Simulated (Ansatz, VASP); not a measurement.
Two plane-wave programs on ScTlS3

INCAR

```
SYSTEM = ScTlS3
PREC = Accurate
ENCUT = 520
EDIFF = 1E-7
ISMEAR = 0
SIGMA = 0.1
LREAL = .FALSE.
LASPH = .TRUE.
NELM = 60
ALGO = Normal
ISIF = 2
LWAVE = .FALSE.
LCHARG = .FALSE.
GGA = PE
NBANDS = 53
```

The input KPOINTS:

```
Automatic mesh
0
G
  4 4 4
  0 0 0
```

File POSCAR:

```
ScTlS3
1.0
    7.1971754900      0.0000000000      0.0000000000
    0.0000000000      7.1971754900      0.0000000000
    0.0000000000      0.0000000000      5.0891716000
Sc Tl S
2 2 6
Direct
    0.5000000000      0.5000000000      0.0000000000
    0.0000000000      0.0000000000      0.0000000000
    0.0000000000      0.5000000000      0.5000000000
    0.5000000000      0.0000000000      0.5000000000
    0.7810977500      0.2810977500      0.0000000000
    0.7189022500      0.7810977500      0.0000000000
    0.5000000000      0.5000000000      0.5000000000
    0.2189022500      0.7189022500      0.0000000000
    0.2810977500      0.2189022500      0.0000000000
    0.0000000000      0.0000000000      0.5000000000
```

Input for Ansatz:

```yaml
crystal:
  lattice:
    - [7.19717549, 0.0, 0.0]
    - [0.0, 7.19717549, 0.0]
    - [0.0, 0.0, 5.0891716]
  atoms:
    - { symbol: Sc, position: [0.5, 0.5, 0.0] }
    - { symbol: Sc, position: [0.0, 0.0, 0.0] }
    - { symbol: Tl, position: [0.0, 0.5, 0.5] }
    - { symbol: Tl, position: [0.5, 0.0, 0.5] }
    - { symbol: S, position: [0.78109775, 0.28109775, 0.0] }
    - { symbol: S, position: [0.71890225, 0.78109775, 0.0] }
    - { symbol: S, position: [0.5, 0.5, 0.5] }
    - { symbol: S, position: [0.21890225, 0.71890225, 0.0] }
    - { symbol: S, position: [0.28109775, 0.21890225, 0.0] }
    - { symbol: S, position: [0.0, 0.0, 0.5] }
basis:
  ecutwfc: 420
kpoints:
  mp_grid: { grid: [4, 4, 4] }
hamiltonian:
  xc: pbe
scf:
  occupations: { method: gaussian, width: 0.1 }
  lower_state_search: "off"
output:
  forces: true
  stress: true
  eigenvalues: true
```

Alike in both runs: task single point; functional PBE; k mesh 4 × 4 × 4; occupations gaussian, width 0.1 eV; no spin polarisation.

|  | VASP | Ansatz |
| --- | --- | --- |
| version | VASP 6.6.1 | Ansatz 0.2.0 |
| potentials or method | VASP PAW PBE potentials, release 64 (Sc_sv, Tl_d, S), cutoff 520 eV | scalar-relativistic, plane waves, PAW |
| valence electrons in the cell | 84 | 84 |

VASP gave:

| Item | Value |
| --- | --- |
| gap on the k mesh at the Fermi level (eV) | none |
| pressure (GPa) | -2.2 |
| rms of the force components (eV/Å) | 0.022 |

Task: Which values does Ansatz return?

Result: gap on the k mesh at the Fermi level (eV): none; pressure (GPa): -2.2; rms of the force components (eV/Å): 0.020.

Atom by atom the forces differ by 0.001 eV/Å (rms over components). A gap of «none» marks a metal or a gap that the smearing closes.

Neither program's run includes spin-orbit coupling.
